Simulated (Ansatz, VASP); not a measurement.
## Two plane-wave programs on SiC

Contents of INCAR:

```
ALGO = Normal ; EDIFF = 1E-6
ENCUT = 520 ; GGA = PS
ISIF = 2 ; ISMEAR = 0
LASPH = True ; LCHARG = False
LREAL = False ; LWAVE = False
NBANDS = 16 ; NELM = 60
PREC = Accurate ; SIGMA = 0.01
```

Contents of KPOINTS:

```
k-points
0
Gamma
  15 15 8
```

Contents of POSCAR:

```
SiC
1.0
    3.0759807156      0.0000000000      0.0000000000
   -1.5379903578      2.6638774413      0.0000000000
    0.0000000000      0.0000000000      5.0478465815
Si C
2 2
Direct
    0.3333333333      0.6666666667     -0.0283505545
    0.6666666667      0.3333333333      0.4716494455
    0.3333333333      0.6666666667      0.4033505545
    0.6666666667      0.3333333333      0.9033505545
```

Input for Ansatz:

```yaml
crystal:
  lattice:
    - [3.0759807156, 0.0, 0.0]
    - [-1.5379903578, 2.6638774413, 0.0]
    - [0.0, 0.0, 5.0478465815]
  atoms:
    - { symbol: Si, position: [0.3333333333, 0.6666666667, -0.0283505545] }
    - { symbol: Si, position: [0.6666666667, 0.3333333333, 0.4716494455] }
    - { symbol: C, position: [0.3333333333, 0.6666666667, 0.4033505545] }
    - { symbol: C, position: [0.6666666667, 0.3333333333, 0.9033505545] }
basis:
  ecutwfc: 420
  xc_grid: 2
kpoints:
  mp_grid: { grid: [15, 15, 8] }
hamiltonian:
  xc: pbesol
  pseudopotentials: { kind: paw, azcp: { folder: soft_1 } }
scf:
  occupations: { method: fixed }
output:
  forces: true
  stress: true
  eigenvalues: true
  polarization: {}
```

Change from the starting cell: polar distortion scaled by 0.55.

Alike in both runs: task single point; functional PBEsol; k mesh 15 × 15 × 8; no spin polarisation.

|  | VASP | Ansatz |
| --- | --- | --- |
| version | VASP 6.6.1 | Ansatz 0.2.0 |
| potentials or method | VASP PAW PBE potentials, release 64 (Si, C), cutoff 520 eV | scalar-relativistic, plane waves, PAW |
| occupations | gaussian, width 0.01 eV | fixed |
| valence electrons in the cell | 16 | 16 |

Ansatz gave:

| Quantity | Value |
| --- | --- |
| gap on the k mesh at the Fermi level (eV) | 1.28 |
| least direct gap on the mesh (eV) | 3.41 |
| pressure (GPa) | 5.5 |
| traceless stress, the component that is largest in VASP (GPa) | -11.57 |
| rms of the force components (eV/Å) | 1.340 |

Problem. What did VASP give for the same quantities?

Solution. gap on the k mesh at the Fermi level (eV): 1.27; least direct gap on the mesh (eV): 3.42; pressure (GPa): 5.8; traceless stress, the component that is largest in VASP (GPa): -11.81; rms of the force components (eV/Å): 1.348.

VASP's potentials were made for PBE, not for PBEsol, and Ansatz warns of the same on its side. Atom by atom the forces differ by 0.008 eV/Å (rms over components).
